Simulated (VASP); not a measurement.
# Ni (Fm-3m) in VASP: single point with LDA

Aim: the single point of Ni with LDA.

Program: VASP 6.6.1. These are calculated values, not measurements. Logs are shortened: lines on timing, memory, paths and dates and some standing lists are left out, and cuts for length are marked.

**1. The cell of the first run**

The structure is cubic, space group Fm-3m (No. 225). The conventional cell has a = 3.524 Å, b = 3.524 Å, c = 3.524 Å, α = 90.00°, β = 90.00°, γ = 90.00°. Within 3.3 Å of Ni (site symmetry m-3m) lie 12 Ni at 2.49 Å.

**2. Single point, LDA, non-collinear spin, typed start**

Input file INCAR:

```
  ALGO = Normal
  EDIFF = 1E-7
  ENCUT = 520
  ISIF = 2
  ISMEAR = -1
  LASPH = T
  LCHARG = F
  LMAXMIX = 4
  LNONCOLLINEAR = T
  LORBIT = 11
  LREAL = F
  LWAVE = F
  MAGMOM = 0 0 0.6 0 0 0.6 0 0 0.6 0 0 0.6
  NBANDS = 54
  NELM = 150
  PREC = Accurate
  SIGMA = 0.1
```

Input file KPOINTS:

```
k-points
0
Gamma
  9 9 9
```

Input file POSCAR:

```
Ni
1.0
    3.5238700000      0.0000000000      0.0000000000
    0.0000000000      3.5238700000      0.0000000000
    0.0000000000      0.0000000000      3.5238700000
Ni
4
Direct
    0.0000000000      0.0000000000      0.0000000000
    0.5000000000      0.5000000000      0.0000000000
    0.5000000000      0.0000000000      0.5000000000
    0.0000000000      0.5000000000      0.5000000000
```

Potentials or basis: VASP PAW LDA potentials, release 64 (Ni).

On the command line:

```console
$ cat potpaw_LDA.64/Ni/POTCAR > POTCAR
$ mpirun -np 1 vasp_ncl > vasp.out
```

OUTCAR:

```text
EDIFF = 1E-7
   ENCUT = 520
   ISIF = 2
   ISMEAR = -1
   LASPH = T
   LNONCOLLINEAR = T
   LORBIT = 11
   LREAL = F
   NELM = 150
   PREC = Accurate

 ion  position               nearest neighbor table
   1  0.000  0.000  0.000-   2 2.49   3 2.49   4 2.49   3 2.49   4 2.49   2 2.49   4 2.49   4 2.49
                             2 2.49   3 2.49   3 2.49   2 2.49
   2  0.500  0.500  0.000-   1 2.49   3 2.49   4 2.49   3 2.49   4 2.49   1 2.49   3 2.49   3 2.49
                             1 2.49   4 2.49   4 2.49   1 2.49
   3  0.500  0.000  0.500-   1 2.49   2 2.49   4 2.49   1 2.49   2 2.49   2 2.49   4 2.49   2 2.49
                             1 2.49   4 2.49   1 2.49   4 2.49
   4  0.000  0.500  0.500-   1 2.49   2 2.49   3 2.49   1 2.49   2 2.49   1 2.49   3 2.49   1 2.49
                             2 2.49   3 2.49   2 2.49   3 2.49

  LATTYP: Found a simple cubic cell.
 ALAT       =     3.5238700000

  Lattice vectors:

 A1 = (   3.5238700000,   0.0000000000,   0.0000000000)
 A2 = (   0.0000000000,   3.5238700000,   0.0000000000)
 A3 = (   0.0000000000,   0.0000000000,   3.5238700000)

Analysis of symmetry for initial positions (statically):
=====================================================================
 Subroutine PRICEL returns following result:

  LATTYP: Found a face centered cubic cell.
 ALAT       =     3.5238700000
[... 12 lines left out ...]
 Subroutine GETGRP returns: Found 48 space group operations
 (whereof 48 operations were pure point group operations)
 out of a pool of 48 trial point group operations.

The static configuration has the point symmetry O_h .

Analysis of symmetry for dynamics (positions and initial velocities):
=====================================================================
 Subroutine PRICEL returns following result:

  LATTYP: Found a face centered cubic cell.
 ALAT       =     3.5238700000
[... 12 lines left out ...]
 Subroutine GETGRP returns: Found 48 space group operations
 (whereof 48 operations were pure point group operations)
 out of a pool of 48 trial point group operations.

The dynamic configuration has the point symmetry O_h .

Analysis of structural, dynamic, and magnetic symmetry:
=====================================================================
 Subroutine PRICEL returns following result:

  LATTYP: Found a face centered cubic cell.
 ALAT       =     3.5238700000
[... 12 lines left out ...]
 Subroutine GETGRP returns: Found  8 space group operations
 (whereof  8 operations were pure point group operations)
 out of a pool of 48 trial point group operations.

The overall configuration has the point symmetry C_4h.

 Subroutine INISYM returns: Found  8 space group operations
 (whereof  8 operations are pure point group operations),
 and found     4 'primitive' translations

----------------------------------------------------------------------------------------

                                     Primitive cell

  volume of cell :      10.9396

  direct lattice vectors                    reciprocal lattice vectors
     1.761935000 -1.761935000  0.000000000     0.283778914 -0.283778914 -0.283778914
     1.761935000  0.000000000  1.761935000     0.283778914  0.283778914  0.283778914
     0.000000000 -1.761935000  1.761935000    -0.283778914 -0.283778914  0.283778914

  length of vectors
     2.491752373  2.491752373  2.491752373     0.491519496  0.491519496  0.491519496

  position of ions in fractional coordinates (direct lattice)
     0.000000000  0.000000000  0.000000000

  ion indices of the primitive-cell ions
   primitive index   ion index
                 1           1

----------------------------------------------------------------------------------------

 KPOINTS: k-points

Automatic generation of k-mesh.
 Grid dimensions read from file:
 generate k-points for:    9    9    9

 Generating k-lattice:

[... 42 lines left out ...]
 [... further k-points ...]
   k-points           NKPTS =    105   k-points in BZ     NKDIM =    105   number of bands    NBANDS=     54
   number of dos      NEDOS =    301   number of ions     NIONS =      4
   total plane-waves  NPLWV =  21952
   dimension x,y,z NGX =    28 NGY =   28 NGZ =   28
   dimension x,y,z NGXF=    56 NGYF=   56 NGZF=   56
   ions per type =               4
   NGX,Y,Z   is equivalent  to a cutoff of  13.21, 13.21, 13.21 a.u.
   NGXF,Y,Z  is equivalent  to a cutoff of  26.42, 26.42, 26.42 a.u.
 SYSTEM =  unknown system
   PREC   = accura    normal or accurate (medium, high low for compatibility)
   ISTART =      0    job   : 0-new  1-cont  2-samecut
   ICHARG =      2    charge: 1-file 2-atom 10-const
   ISPIN  =      1    spin polarized calculation?
   LNONCOLLINEAR =      T non collinear calculations
   LSORBIT =      F    spin-orbit coupling
   LASPH  =      T    aspherical Exc in radial PAW
   ENCUT  =  520.0 eV  38.22 Ry    6.18 a.u.   6.55  6.55  6.55*2*pi/ulx,y,z
   NELM   =    150;   NELMIN=  2; NELMDL= -5     # of ELM steps
   EDIFF  = 0.1E-06   stopping-criterion for ELM
   LREAL  =      F    real-space projection
   EDIFFG = 0.1E-05   stopping-criterion for IOM
   NSW    =      0    number of steps for IOM
   IBRION =     -1    ionic relax: 0-MD 1-quasi-New 2-CG
   NFREE  =      0    steps in history (QN), initial steepest desc. (CG)
   ISIF   =      2    stress and relaxation
   ISYM   =      2    0-nonsym 1-usesym 2-fastsym
   POTIM  = 0.5000    time-step for ionic-motion
   TEBEG  =    0.0;   TEEND  =   0.0 temperature during run
   PSTRESS=    0.0 pullay stress
   NELECT =      40.0000    total number of electrons
   NUPDOWN=      -1.0000    fix difference up-down
   EMIN   =  10.00;   EMAX   =-10.00  energy-range for DOS
   EFERMI =   0.00;   METHOD = LEGACY
   ISMEAR =    -1;   SIGMA  =   0.10  broadening in eV -4-tet -1-fermi 0-gaus
   EFERMI_NEDOS =   21; number of points for ismear=-14 and -15
   IALGO  =     38    algorithm
   IMIX   =      4    mixing-type and parameters
     AMIX     =   0.40;   BMIX     =  1.00
     AMIX_MAG =   1.60;   BMIX_MAG =  1.00
  volume/ion in A,a.u.               =      10.94        73.82
  Fermi-wavevector in a.u.,A,eV,Ry     =   1.588821  3.002436 34.345893  2.524352
  Thomas-Fermi vector in A             =   2.687765
   LORBIT       =     11    0 simple, 1 ext, 2 COOP (PROOUT), +10 PAW based schemes
   GGA     = CA    functional components
   LHFCALC =     F    Hartree Fock is set to
   AEXX    =    0.0000 exact exchange contribution
   IVDW    =     0    specifies the selected vdW correction
   LEPSILON=     F    determine dielectric tensor
   LRPA    =     F    only Hartree local field effects (RPA)
  energy-cutoff  :      520.00
  volume of cell :       43.76
 maximum number of plane-waves:      2394
 NGX is ok and might be reduce to    28
   NGX = 13   NGY = 13   NGZ = 13

 number of electron      40.0000000 magnetization       0.0000000      0.0000000      2.4000000

 number of electron      39.9999973 magnetization      -0.0000000     -0.0000000      2.0653467

 number of electron      39.9999974 magnetization       0.0000000     -0.0000000      2.3128352

 Free energy of the ion-electron system (eV)
  ---------------------------------------------------
  ext. energy  EPLUGINS =         0.00000000
  ---------------------------------------------------
  free energy    TOTEN  =       -26.21927320 eV

  energy without entropy =      -25.99124342  energy(sigma->0) =      -26.10525831

 E-fermi :   8.9329     XC(G=0): -13.5795

 val. band max:        8.9250078799   @ k =   0.3333   0.3333   0.0000
 cond. band min:       8.9365120528   @ k =   0.3333   0.3333   0.4444
 fundamental gap:      0.0115041729
 Fermi energy:         8.9328813200

 k-point     1 :       0.0000    0.0000    0.0000
  band No.  band energies     occupation
      1       0.0034      1.00000
      2       0.0423      1.00000
      3       4.3799      1.00000
      4       4.3799      1.00000
      5       4.3799      1.00000
      6       4.7286      1.00000
[... 1309 lines left out ...]
     51      18.7699      0.00000
     52      18.9854      0.00000

 [... further k-points ...]

 [bands above 52 left out]

------------------------ aborting loop because EDIFF is reached ----------------------------------------

  FORCE on cell =-STRESS in cart. coord.  units (eV):
  Direction    XX          YY          ZZ          XY          YZ          ZX
  --------------------------------------------------------------------------------------
  -------------------------------------------------------------------------------------
  Total       -4.7648430     -4.7648430     -4.7648396     -0.0000003     -0.0000000      0.0000000
  in kB     -174.4614775   -174.4614775   -174.4613509     -0.0000126     -0.0000000      0.0000000
  external PRESSURE =    -174.4614353 kB  Pullay stress =       0.0000000 kB

 VOLUME and BASIS-vectors are now :
 -----------------------------------------------------------------------------
  energy-cutoff  :      520.00
  volume of cell :       43.76
      direct lattice vectors                 reciprocal lattice vectors
     3.523870000  0.000000000  0.000000000     0.283778914  0.000000000  0.000000000
     0.000000000  3.523870000  0.000000000     0.000000000  0.283778914  0.000000000
     0.000000000  0.000000000  3.523870000     0.000000000  0.000000000  0.283778914

 POSITION                                       TOTAL-FORCE (eV/Angst)
 -----------------------------------------------------------------------------------
      0.00000      0.00000      0.00000        -0.000000      0.000000      0.000000
      1.76194      1.76194      0.00000         0.000000     -0.000000     -0.000000
      1.76194      0.00000      1.76194        -0.000000      0.000000     -0.000000
      0.00000      1.76194      1.76194         0.000000     -0.000000      0.000000
 -----------------------------------------------------------------------------------
    total drift:                                0.000000      0.000000      0.000000

  FREE ENERGIE OF THE ION-ELECTRON SYSTEM (eV)
  ---------------------------------------------------
  free  energy   TOTEN  =       -26.2192731963 eV

  energy  without entropy=      -25.9912434247  energy(sigma->0) =      -26.10525831

 total charge

# of ion       s       p       d       tot
------------------------------------------
    1        0.497   0.490   8.324   9.311
    2        0.497   0.490   8.324   9.311
    3        0.497   0.490   8.324   9.311
    4        0.497   0.490   8.324   9.311
--------------------------------------------------
tot          1.987   1.961  33.296  37.244

 magnetization (x)

# of ion       s       p       d       tot
------------------------------------------
    1        0.000  -0.000   0.000  -0.000
    2       -0.000  -0.000   0.000   0.000
    3       -0.000  -0.000   0.000   0.000
    4        0.000   0.000   0.000   0.000
--------------------------------------------------
tot         -0.000  -0.000   0.000   0.000

 magnetization (y)

# of ion       s       p       d       tot
------------------------------------------
    1       -0.000  -0.000   0.000  -0.000
    2       -0.000  -0.000  -0.000  -0.000
    3        0.000   0.000   0.000   0.000
    4       -0.000  -0.000  -0.000  -0.000
--------------------------------------------------
tot         -0.000  -0.000  -0.000  -0.000

 magnetization (z)

# of ion       s       p       d       tot
------------------------------------------
    1       -0.005  -0.018   0.606   0.583
    2       -0.005  -0.018   0.606   0.583
    3       -0.005  -0.018   0.606   0.583
    4       -0.005  -0.018   0.606   0.583
--------------------------------------------------
tot         -0.019  -0.070   2.423   2.334
```

Wall time 7.3 min (1 thread of Intel Xeon Platinum 8488C (Sapphire Rapids), shared host); peak memory 0.42 GiB.

Results:

* Free energy: -26.2193 eV
* Pressure: -17.4 GPa
* Band gap on the k mesh: zero (bands 40 and 41 overlap by 0.66 eV)
* Net moment: 2.31 μB per cell
* Valence electrons inside the program's atomic spheres: Ni 9.31

Moments on the atoms (μB; x, y, z):
```
Ni  0.00 0.00 0.58
Ni  0.00 0.00 0.58
Ni  0.00 0.00 0.58
Ni  0.00 0.00 0.58
```

Caveat: the cell stands under tension.
